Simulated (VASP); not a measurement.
# Sb in VASP: a series of runs, part 2 of 2

VASP 6.6.1. Earlier steps stand in the parts before.

**3. Electric field gradients, PBE (xy shear strain of -2 %)**

Contents of INCAR:

```
SYSTEM = Sb
ALGO = Normal
EDIFF = 1E-8
ENCUT = 520
GGA = PE
ISIF = 2
ISMEAR = -1
LASPH = .TRUE.
LCHARG = .FALSE.
LEFG = .TRUE.
LREAL = .FALSE.
LWAVE = .FALSE.
NBANDS = 8
NELM = 60
PREC = Accurate
SIGMA = 0.05
```

Contents of KPOINTS:

```
k-points
0
G
  12 12 12
  0 0 0
```

Contents of POSCAR:

```
Sb
1.0
   -0.0230500000      2.3050000000      2.3050000000
    2.3050000000     -0.0230500000      2.3050000000
    2.2819500000      2.2819500000      0.0000000000
Sb
1
Direct
    0.0000000000      0.0000000000      0.0000000000
```

Potentials or basis: VASP PAW PBE potentials, release 64 (Sb).

The run is started by

```bash
$ cat potpaw_PBE.64/Sb/POTCAR > POTCAR
$ mpirun -np 1 vasp_std > vasp.out
```

OUTCAR:

```text
SYSTEM = Sb
   EDIFF = 1E-8
   ENCUT = 520
   GGA = PE
   ISIF = 2
   ISMEAR = -1
   LASPH = .TRUE.
   LREAL = .FALSE.
   NELM = 60
   PREC = Accurate

 ion  position               nearest neighbor table
   1  0.000  0.000  0.000-

  LATTYP: Found a body centered orthorhombic cell.
 ALAT       =     3.2271646387
 B/A-ratio  =     1.0202020202
 C/A-ratio  =     1.4284985479

  Lattice vectors:

 A1 = (   0.0230500000,  -2.3050000000,  -2.3050000000)
 A2 = (  -0.0230500000,   2.3050000000,  -2.3050000000)
 A3 = (   2.3050000000,  -0.0230500000,   2.3050000000)

Analysis of symmetry for initial positions (statically):
=====================================================================
 Subroutine PRICEL returns:
 Original cell was already a primitive cell.

 Routine SETGRP: Setting up the symmetry group for a
 body centered orthorhombic supercell.

[... 444 lines left out ...]
  external PRESSURE =      87.0036131 kB  Pullay stress =       0.0000000 kB

 VOLUME and BASIS-vectors are now :
 -----------------------------------------------------------------------------
  energy-cutoff  :      520.00
  volume of cell :       24.49
      direct lattice vectors                 reciprocal lattice vectors
    -0.023050000  2.305000000  2.305000000    -0.214772020  0.214772020  0.216919740
     2.305000000 -0.023050000  2.305000000     0.214772020 -0.214772020  0.216919740
     2.281950000  2.281950000  0.000000000     0.219110848  0.219110848 -0.216919740

 POSITION                                       TOTAL-FORCE (eV/Angst)
 -----------------------------------------------------------------------------------
      0.00000      0.00000      0.00000         0.000000     -0.000000      0.000000
 -----------------------------------------------------------------------------------
    total drift:                                0.000000      0.000000     -0.000000

  FREE ENERGIE OF THE ION-ELECTRON SYSTEM (eV)
  ---------------------------------------------------
  free  energy   TOTEN  =        -3.7495753557 eV

  energy  without entropy=       -3.7434868162  energy(sigma->0) =       -3.74653109

 Electric field gradients (V/A^2)
---------------------------------------------------------------------
 ion       V_xx      V_yy      V_zz      V_xy      V_xz      V_yz
---------------------------------------------------------------------
   1       2.241     2.241    -4.483     2.939     0.000     0.000
---------------------------------------------------------------------

 Electric field gradients after diagonalization (V/A^2)
 (convention: |V_zz| > |V_xx| > |V_yy|)
----------------------------------------------------------------------
 ion       V_xx      V_yy      V_zz     asymmetry (V_yy - V_xx)/ V_zz
----------------------------------------------------------------------
   1      -4.483    -0.698     5.181       0.731
----------------------------------------------------------------------

           NMR quadrupolar parameters

 Cq : quadrupolar parameter    Cq=e*Q*V_zz/h
 eta: asymmetry parameters     (V_yy - V_xx)/ V_zz
 Q  : nuclear electric quadrupole moment in mb (millibarn)
----------------------------------------------------------------------
 ion       Cq(MHz)       eta       Q (mb)
----------------------------------------------------------------------
   1       0.013       0.731       1.000
----------------------------------------------------------------------
```

Wall time 43 s (1 thread of AMD EPYC 7R43 (Zen 3), shared host); peak memory 0.14 GiB.

What came out:

```
Free energy : -3.7496 eV
Pressure    : 8.7 GPa
```

Stress tensor (GPa, compression positive):
```
8.57 0.23 0.00
0.23 8.57 0.00
0.00 0.00 8.96
```

Levels at points of the mesh, in eV from the Fermi level:
```
           k point  band 1  band 2  band 3  band 4  band 5  band 6
(0.00, 0.00, 0.00)  -13.77    5.76    5.97    6.22    9.98   10.18
(0.50, 0.00, 0.00)   -9.57   -6.53    4.12    4.22    8.87    9.26
(0.50, 0.50, 0.00)   -7.56   -5.52    0.08    0.60    4.07    4.63
(0.00, 0.00, 0.50)   -9.36   -6.49    3.88    3.97    8.61    9.08
(0.50, 0.00, 0.50)   -7.55   -5.52    0.33    0.34    4.18    4.50
```

Electric field gradients, principal values (V/Å²):
```csv
atom,least,middle,greatest (by size)
1 Sb,-0.698,-4.483,5.181
```

Caveat: the cell differs from its parent crystal (xy shear strain of -2 %); without QUAD_EFG the Cq values of the log hold for a quadrupole moment of 1 mb, not for the nuclei; spin-orbit coupling is left out, which moves the levels of the heavy elements.

**4. Electric field gradients, PBE (equal xy, yz and zx shear strains of +2 %)**

Contents of INCAR:

```
SYSTEM = Sb
PREC = Accurate
ENCUT = 520
EDIFF = 1E-8
ISMEAR = -1
SIGMA = 0.05
LREAL = .FALSE.
LASPH = .TRUE.
NELM = 60
ALGO = Normal
ISIF = 2
LWAVE = .FALSE.
LCHARG = .FALSE.
GGA = PE
LEFG = .TRUE.
NBANDS = 8
```

Contents of KPOINTS:

```
Automatic mesh
0
G
  12 12 12
  0 0 0
```

Contents of POSCAR:

```
Sb
1.0
    0.0461000000      2.3280500000      2.3280500000
    2.3280500000      0.0461000000      2.3280500000
    2.3280500000      2.3280500000      0.0461000000
Sb
1
Direct
    0.0000000000      0.0000000000      0.0000000000
```

Potentials or basis: VASP PAW PBE potentials, release 64 (Sb).

The run is started by

```bash
$ cat potpaw_PBE.64/Sb/POTCAR > POTCAR
$ mpirun -np 1 vasp_std > vasp.out
```

OUTCAR:

```text
SYSTEM = Sb
   PREC = Accurate
   ENCUT = 520
   EDIFF = 1E-8
   ISMEAR = -1
   LREAL = .FALSE.
   LASPH = .TRUE.
   NELM = 60
   ISIF = 2
   GGA = PE

 ion  position               nearest neighbor table
   1  0.000  0.000  0.000-

  LATTYP: Found a trigonal (rhomboedric) cell.
 ALAT       =     3.2926826168
 COS(alpha) =     0.5197000882

  Lattice vectors:

 A1 = (   0.0461000000,   2.3280500000,   2.3280500000)
 A2 = (   2.3280500000,   0.0461000000,   2.3280500000)
 A3 = (   2.3280500000,   2.3280500000,   0.0461000000)

Analysis of symmetry for initial positions (statically):
=====================================================================
 Subroutine PRICEL returns:
 Original cell was already a primitive cell.

 Routine SETGRP: Setting up the symmetry group for a
 trigonal (rhombohedral) supercell.

 Subroutine GETGRP returns: Found 12 space group operations
 (whereof 12 operations were pure point group operations)
 out of a pool of 12 trial point group operations.

The static configuration has the point symmetry D_3d.

Analysis of symmetry for dynamics (positions and initial velocities):
=====================================================================
 Subroutine PRICEL returns:
 Original cell was already a primitive cell.

 Routine SETGRP: Setting up the symmetry group for a
 trigonal (rhombohedral) supercell.

 Subroutine GETGRP returns: Found 12 space group operations
 (whereof 12 operations were pure point group operations)
 out of a pool of 12 trial point group operations.

The dynamic configuration has the point symmetry D_3d.

 Subroutine INISYM returns: Found 12 space group operations
 (whereof 12 operations are pure point group operations),
 and found     1 'primitive' translations

----------------------------------------------------------------------------------------

                                     Primitive cell

  volume of cell :      24.4857

  direct lattice vectors                    reciprocal lattice vectors
     0.046100000  2.328050000  2.328050000    -0.221258994  0.216962703  0.216962703
     2.328050000  0.046100000  2.328050000     0.216962703 -0.221258994  0.216962703
     2.328050000  2.328050000  0.046100000     0.216962703  0.216962703 -0.221258994

  length of vectors
     3.292682617  3.292682617  3.292682617     0.378287154  0.378287154  0.378287154

  position of ions in fractional coordinates (direct lattice)
     0.000000000  0.000000000  0.000000000

  ion indices of the primitive-cell ions
   primitive index   ion index
                 1           1

----------------------------------------------------------------------------------------

 KPOINTS: Automatic mesh

Automatic generation of k-mesh.
 Grid dimensions read from file:
 generate k-points for:   12   12   12

 Generating k-lattice:

  Cartesian coordinates                     Fractional coordinates (reciprocal lattice)
[... 61 lines left out ...]
   LREAL  =      F    real-space projection
   EDIFFG = 0.1E-06   stopping-criterion for IOM
   NSW    =      0    number of steps for IOM
   IBRION =     -1    ionic relax: 0-MD 1-quasi-New 2-CG
   NFREE  =      0    steps in history (QN), initial steepest desc. (CG)
   ISIF   =      2    stress and relaxation
   ISYM   =      2    0-nonsym 1-usesym 2-fastsym
   POTIM  = 0.5000    time-step for ionic-motion
   TEBEG  =    0.0;   TEEND  =   0.0 temperature during run
   PSTRESS=    0.0 pullay stress
   NELECT =       5.0000    total number of electrons
   NUPDOWN=      -1.0000    fix difference up-down
   EMIN   =  10.00;   EMAX   =-10.00  energy-range for DOS
   EFERMI =   0.00;   METHOD = LEGACY
   ISMEAR =    -1;   SIGMA  =   0.05  broadening in eV -4-tet -1-fermi 0-gaus
   EFERMI_NEDOS =   21; number of points for ismear=-14 and -15
   IALGO  =     38    algorithm
   IMIX   =      4    mixing-type and parameters
     AMIX     =   0.40;   BMIX     =  1.00
     AMIX_MAG =   1.60;   BMIX_MAG =  1.00
  volume/ion in A,a.u.               =      24.49       165.24
  Fermi-wavevector in a.u.,A,eV,Ry     =   0.964037  1.821766 12.644811  0.929367
  Thomas-Fermi vector in A             =   2.093634
   LORBIT       =      0    0 simple, 1 ext, 2 COOP (PROOUT), +10 PAW based schemes
   GGA     = PE    functional components
   LHFCALC =     F    Hartree Fock is set to
   AEXX    =    0.0000 exact exchange contribution
   IVDW    =     0    specifies the selected vdW correction
   LEPSILON=     F    determine dielectric tensor
   LRPA    =     F    only Hartree local field effects (RPA)
 non-spin polarized calculation
  energy-cutoff  :      520.00
  volume of cell :       24.49
 maximum number of plane-waves:       669
   NGX = 13   NGY = 13   NGZ = 13

 number of electron       5.0000000 magnetization

 Free energy of the ion-electron system (eV)
  ---------------------------------------------------
  ext. energy  EPLUGINS =         0.00000000
  ---------------------------------------------------
  free energy    TOTEN  =        -3.74880206 eV

  energy without entropy =       -3.74302059  energy(sigma->0) =       -3.74591133

 E-fermi :   9.8857     XC(G=0): -10.6536

 val. band max:        9.8563002559   @ k =  -0.3333  -0.3333   0.0833
 cond. band min:       9.8864374312   @ k =   0.5000   0.1667   0.1667
 fundamental gap:      0.0301371753
 Fermi energy:         9.8857411669

 k-point     1 :       0.0000    0.0000    0.0000
  band No.  band energies     occupation
      1      -3.8929      2.00000
      2      15.3736      0.00000
      3      16.1060      0.00000
      4      16.1060      0.00000
      5      19.5882      0.00000
      6      20.0917      0.00000
      7      20.3242      0.00000
      8      20.3242      0.00000
[... 243 lines left out ...]
 k-point    24 :      -0.4167    0.1667   -0.0000
  band No.  band energies     occupation
      1       0.9011      2.00000
      2       4.0738      2.00000
      3      10.3983      0.00007
      4      12.7940      0.00000
      5      16.5531      0.00000
      6      20.5220      0.00000
      7      21.2207      0.00000
      8      24.3590      0.00000

 [... further k-points ...]
[... 5 lines left out ...]
  --------------------------------------------------------------------------------------
  -------------------------------------------------------------------------------------
  Total        1.3615973      1.3615973      1.3615973     -0.0298583     -0.0298583     -0.0298583
  in kB       89.0934820     89.0934820     89.0934820     -1.9537210     -1.9537210     -1.9537210
  external PRESSURE =      89.0934820 kB  Pullay stress =       0.0000000 kB

 VOLUME and BASIS-vectors are now :
 -----------------------------------------------------------------------------
  energy-cutoff  :      520.00
  volume of cell :       24.49
      direct lattice vectors                 reciprocal lattice vectors
     0.046100000  2.328050000  2.328050000    -0.221258994  0.216962703  0.216962703
     2.328050000  0.046100000  2.328050000     0.216962703 -0.221258994  0.216962703
     2.328050000  2.328050000  0.046100000     0.216962703  0.216962703 -0.221258994

 POSITION                                       TOTAL-FORCE (eV/Angst)
 -----------------------------------------------------------------------------------
      0.00000      0.00000      0.00000        -0.000000      0.000000     -0.000000
 -----------------------------------------------------------------------------------
    total drift:                                0.000000     -0.000000     -0.000000

  FREE ENERGIE OF THE ION-ELECTRON SYSTEM (eV)
  ---------------------------------------------------
  free  energy   TOTEN  =        -3.7488020618 eV

  energy  without entropy=       -3.7430205932  energy(sigma->0) =       -3.74591133

 Electric field gradients (V/A^2)
---------------------------------------------------------------------
 ion       V_xx      V_yy      V_zz      V_xy      V_xz      V_yz
---------------------------------------------------------------------
   1       0.000    -0.000     0.000    -5.402    -5.402    -5.402
---------------------------------------------------------------------

 Electric field gradients after diagonalization (V/A^2)
 (convention: |V_zz| > |V_xx| > |V_yy|)
----------------------------------------------------------------------
 ion       V_xx      V_yy      V_zz     asymmetry (V_yy - V_xx)/ V_zz
----------------------------------------------------------------------
   1       5.402     5.402   -10.804       0.000
----------------------------------------------------------------------

           NMR quadrupolar parameters

 Cq : quadrupolar parameter    Cq=e*Q*V_zz/h
 eta: asymmetry parameters     (V_yy - V_xx)/ V_zz
 Q  : nuclear electric quadrupole moment in mb (millibarn)
----------------------------------------------------------------------
 ion       Cq(MHz)       eta       Q (mb)
----------------------------------------------------------------------
   1      -0.026       0.000       1.000
----------------------------------------------------------------------
```

stdout:

```text
POSCAR found type information on POSCAR Sb
 POSCAR found :  1 types and       1 ions
 scaLAPACK will be used
 LDA part: xc-table for (Slater+PW92), standard interpolation
 POSCAR, INCAR and KPOINTS ok, starting setup
 FFT: planning ... GRIDC
 FFT: planning ... GRID_SOFT
 FFT: planning ... GRID
 WAVECAR not read
 entering main loop
ion   1
```

It took 14 s on 1 thread of Intel Xeon Platinum 8488C (Sapphire Rapids), shared host; peak memory 0.16 GiB.

Results:

- Free energy: -3.7488 eV
- Pressure: 8.9 GPa

Electric field gradients, principal values (V/Å²):
```csv
atom,least,middle,greatest (by size)
1 Sb,5.402,5.402,-10.804
```

Caveat: the cell differs from its parent crystal (equal xy, yz and zx shear strains of +2 %); without QUAD_EFG the Cq values of the log hold for a quadrupole moment of 1 mb, not for the nuclei; spin-orbit coupling is left out, which moves the levels of the heavy elements.

**5. Summary**

```csv
level,potentials or basis,cell,gap on the mesh (eV),pressure (GPa)
LDA,"VASP PAW LDA potentials, release 64 (Sb)","a = 3.276, b = 3.276, c = 3.292 Å, angles 59.8, 59.8, 60.3°, 1 atom",none,2.4
PBE,"VASP PAW PBE potentials, release 64 (Sb)","a = 3.260, b = 3.260, c = 3.227 Å, angles 60.3, 60.3, 60.7°, 1 atom",none,8.7
PBE,"VASP PAW PBE potentials, release 64 (Sb)","a = 3.293 Å, angles 58.7°, 1 atom",none,8.9
```

Alike in all rows: task electric field gradients; no spin polarisation; k mesh 12 × 12 × 12; cutoff (eV) 520; smearing fermi-dirac 0.05 eV.

Caveats: spin-orbit coupling is left out, which moves the levels of the heavy elements.

Total energies depend on the potentials used, so only differences within one code and one set of settings carry meaning.
